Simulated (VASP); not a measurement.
Wanted: the native input for a VASP 6.6.1 run.

| Property | Result |
| --- | --- |
| Task | relaxation of cell and atoms |
| Functional | PBE |
| Potentials or basis | VASP PAW PBE potentials, release 64 (W_sv) |
| Cutoff | 600 eV |
| k mesh | 18 × 18 × 18 |
| Occupations | gaussian, width 0.1 eV |
| Spin | no spin polarisation |
| Target pressure | 8 GPa |
| Dipole correction | no |
| Further INCAR settings | ALGO = Normal; EDIFF = 1e-06; IBRION = 2; EDIFFG = -0.008; NSW = 70; ISIF = 3 |

The structure of W lies in POSCAR:

```
W
1.0
   -1.5784845524      1.5784845524      1.5784845524
    1.5784845524     -1.5784845524      1.5784845524
    1.5784845524      1.5784845524     -1.5784845524
W
1
Direct
    0.0000000000      0.0000000000      0.0000000000
```

The input as run:

INCAR

```
  PREC = Accurate
  ENCUT = 600
  EDIFF = 1E-6
  ISMEAR = 0
  SIGMA = 0.1
  LREAL = F
  LASPH = T
  NELM = 60
  ALGO = Normal
  ISIF = 3
  LWAVE = F
  LCHARG = F
  GGA = PE
  IBRION = 2
  NSW = 70
  EDIFFG = -0.008
  PSTRESS = 80.0
```

KPOINTS

```
regular mesh
0
Gamma
  18 18 18
```

Potentials or basis: VASP PAW PBE potentials, release 64 (W_sv).

The run is started by

```sh
$ cat potpaw_PBE.64/W_sv/POTCAR > POTCAR
$ mpirun -np 1 vasp_std > vasp.out
```

It gave:

```
Relaxed volume                                         : 15.77 Å³/atom
Relaxed cell                                           : a = 2.736 Å, b = 2.736 Å, c = 2.736 Å, α = 109.47°, β = 109.47°, γ = 109.47°
Space group after relaxing (to 0.05 Å)                 : Im-3m (No. 229)
Energy change on relaxing (the enthalpy is what falls) : -1.8 meV/atom
Ionic steps                                            : 3
Pressure after relaxing                                : 8.0 GPa
Band gap on the k mesh                                 : zero (band 7 reaches 16.73 eV, above the bottom of band 8 at 10.29 eV)
```

Caveat: the cell is relaxed towards a set pressure, so the enthalpy falls and the energy may rise; spin-orbit coupling is left out, which moves the levels of the heavy elements.

Run time: 84 s on 1 thread of AMD EPYC 7R13 Processor (Zen 3), with other jobs on the host, peak memory 0.14 GiB.
